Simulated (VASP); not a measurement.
A run of VASP 6.6.1:

Contents of INCAR:

```
PREC = Accurate
ENCUT = 600
EDIFF = 1E-6
ISMEAR = -1
SIGMA = 0.05
LREAL = False
LASPH = True
NELM = 80
ALGO = Normal
ISIF = 3
LWAVE = False
LCHARG = False
GGA = B5
ALDAX = 1.0
AGGAX = 1.0
AGGAC = 1.0
ALDAC = 0.0
IVDW = 12
VDW_S6 = 1.0
VDW_S8 = 2.6996
VDW_A1 = 0.4298
VDW_A2 = 4.2359
IBRION = 2
NSW = 60
EDIFFG = -0.01
```

The input KPOINTS:

```
regular mesh
0
Gamma
  9 9 9
```

Contents of POSCAR:

```
MgS
1.0
    0.0000000000      2.6016500000      2.6016500000
    2.6016500000      0.0000000000      2.6016500000
    2.6016500000      2.6016500000      0.0000000000
S Mg
1 1
Direct
    0.5000000000      0.5000000000      0.5000000000
    0.0000000000      0.0000000000      0.0000000000
```

Potentials or basis: VASP PAW PBE potentials, release 64 (S, Mg).

The run is started by

```bash
$ cat potpaw_PBE.64/S/POTCAR potpaw_PBE.64/Mg/POTCAR > POTCAR
$ mpirun -np 1 vasp_std > vasp.out
```

Hardware: 1 thread of AMD EPYC 9R45 96-Core Processor (Zen 5), on a shared host.

Task: How long does it take, and how much memory?

Result: Run time: 34 s on 1 thread of AMD EPYC 9R45 96-Core Processor (Zen 5) (shared host), peak memory 0.16 GiB. Counts: scf iterations 25, k points 35, ion steps 3.
